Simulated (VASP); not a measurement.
Write the native input for VASP 6.6.1 that does the following.

| Quantity | Value |
| --- | --- |
| Task | single point |
| Functional | PBE |
| Potentials or basis | VASP PAW PBE potentials, release 64 (Be, S) |
| Cutoff | 520 eV |
| k mesh | 5 × 5 × 3 |
| Occupations | gaussian, width 0.2 eV |
| Spin | no spin polarisation |
| Dipole correction | no |
| Further INCAR settings | ALGO = Normal; EDIFF = 1e-06; NBANDS = 18 |

The structure of Be6S lies in POSCAR:

```
Be6S
1.0
    3.2342780647      0.0000000000      0.0000000000
    0.0000000000      3.2342780647      0.0000000000
    0.0000000000      0.0000000000      6.4985504056
Be S
6 1
Direct
    0.0000000000      0.5000000000      0.7316278907
    0.5000000000      0.0000000000      0.7316278907
    0.0000000000      0.5000000000      0.2683721093
    0.5000000000      0.0000000000      0.2683721093
    0.0000000000      0.0000000000      0.5000000000
    0.5000000000      0.5000000000      0.5000000000
    0.0000000000      0.0000000000      0.0000000000
```

One way to write it, as run:

INCAR

```
PREC     = Accurate       # precision mode
ENCUT    = 520            # plane-wave cutoff, eV
EDIFF    = 1E-6           # SCF threshold, eV
ISMEAR   = 0              # smearing method
SIGMA    = 0.2            # smearing width, eV
LREAL    = False          # projectors in reciprocal space
LASPH    = True           # aspherical terms in the spheres
NELM     = 80             # most SCF steps
ALGO     = Normal         # electronic algorithm
ISIF     = 2              # what is computed and relaxed
LWAVE    = False          # write WAVECAR
LCHARG   = False          # write CHGCAR
GGA      = PE             # functional
NBANDS   = 18             # bands
```

KPOINTS

```
regular mesh
0
Gamma
  5 5 3
```

Potentials or basis: VASP PAW PBE potentials, release 64 (Be, S).

Launch:

```console
$ cat potpaw_PBE.64/Be/POTCAR potpaw_PBE.64/S/POTCAR > POTCAR
$ mpirun -np 1 vasp_std > vasp.out
```

Results of the run:

The pressure is 0.2 GPa. The largest force is 0.038 eV/Å. The band gap on the k mesh is zero (band 9 reaches 8.21 eV, above the bottom of band 10 at 6.23 eV).

Caveat: the k points lie up to 0.39 Å⁻¹ apart.

Wall time 6.7 s on 1 thread of Intel(R) Xeon(R) 6975P-C (Granite Rapids), on a shared host, peak memory 0.16 GiB.
